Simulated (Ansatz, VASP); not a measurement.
**ZnO: VASP beside Ansatz**

POSCAR

```
ZnO
1.0
    3.2493080000      0.0000000000      0.0000000000
   -1.6246540000      2.8139832727      0.0000000000
    0.0000000000      0.0000000000      5.2057090000
Zn O
2 2
Direct
    0.6666666667      0.3333333333      0.0000000000
    0.3333333333      0.6666666667      0.5000000000
    0.3333333333      0.6666666667      0.8790100000
    0.6666666667      0.3333333333      0.3790100000
```

File INCAR.step1:

```
  PREC = Accurate
  ENCUT = 1480
  ISMEAR = -1
  SIGMA = 0.05
  LREAL = False
  LASPH = True
  NELM = 120
  NBANDS = 26
  GGA = PE
  ALGO = Normal
  EDIFF = 1E-5
  LWAVE = True
  LCHARG = False
  GGA_COMPAT = False
```

Contents of INCAR.step2:

```
  PREC = Accurate
  ENCUT = 1480
  EDIFF = 1E-6
  ISMEAR = -1
  SIGMA = 0.05
  LREAL = False
  LASPH = True
  NELM = 120
  ALGO = Normal
  ISIF = 2
  LWAVE = False
  LCHARG = True
  METAGGA = R2SCAN
  LMIXTAU = True
  LELF = True
  LVHAR = True
  NBANDS = 26
  ISTART = 1
  GGA_COMPAT = False
```

The input KPOINTS:

```
Automatic mesh
0
Gamma
  5 5 3
```

The input input.yaml:

```yaml
crystal:
  lattice:
    - [3.249308, 0.0, 0.0]
    - [-1.624654, 2.8139832727, 0.0]
    - [0.0, 0.0, 5.205709]
  atoms:
    - { symbol: Zn, position: [0.6666666667, 0.3333333333, 0.0] }
    - { symbol: Zn, position: [0.3333333333, 0.6666666667, 0.5] }
    - { symbol: O, position: [0.3333333333, 0.6666666667, 0.87901] }
    - { symbol: O, position: [0.6666666667, 0.3333333333, 0.37901] }
hamiltonian:
  xc: r2scan
  pseudopotentials: { kind: paw }
kpoints:
  mp_grid: { grid: [5, 5, 3] }
  band_path:
    path:
      - [[0.0, 0.0, 0.0], [0.5, 0.0, 0.0], [0.3333333333, 0.3333333333, 0.0], [0.0, 0.0, 0.0], [0.0, 0.0, 0.5], [0.5, 0.0, 0.5], [0.3333333333, 0.3333333333, 0.5], [0.0, 0.0, 0.5]]
      - [[0.5, 0.0, 0.5], [0.5, 0.0, 0.0]]
      - [[0.3333333333, 0.3333333333, 0.0], [0.3333333333, 0.3333333333, 0.5]]
    npoints: 14
scf:
  occupations: { method: fermi_dirac, width: 0.05 }
  n_extra_bands: 10
output:
  forces: true
  stress: true
  eigenvalues: true
  fatbands: false
```

Alike in both runs: functional r2SCAN; k mesh 5 × 5 × 3; occupations fermi-dirac, width 0.05 eV; no spin polarisation.

```csv
,VASP,Ansatz
version,VASP 6.6.1,Ansatz 0.2.0
potentials or method,"VASP PAW PBE potentials, release 64 (Zn, O_h)",Ansatz PAW
plane-wave cutoff (eV),1480,500
valence electrons in the cell,36,36
task,single point,band structure
```

|  | VASP | Ansatz | Ansatz less VASP |
| --- | --- | --- | --- |
| gap on the k mesh at the Fermi level (eV) | 1.23 | 1.23 | 0.000 |
| least direct gap on the mesh (eV) | 1.23 | 1.23 | 0.000 |
| pressure (GPa) | -0.1 | -1.1 | -0.99 |
| traceless stress, the component that is largest in VASP (GPa) | 1.05 | 0.99 | -0.057 |
| rms of the force components (eV/Å) | 0.042 | 0.040 | -0.0021 |

VASP's potentials were made for PBE, not for r2SCAN. Atom by atom the forces differ by 0.002 eV/Å (rms over components).

The k mesh is coarse, so the values compare programs but aren't converged.
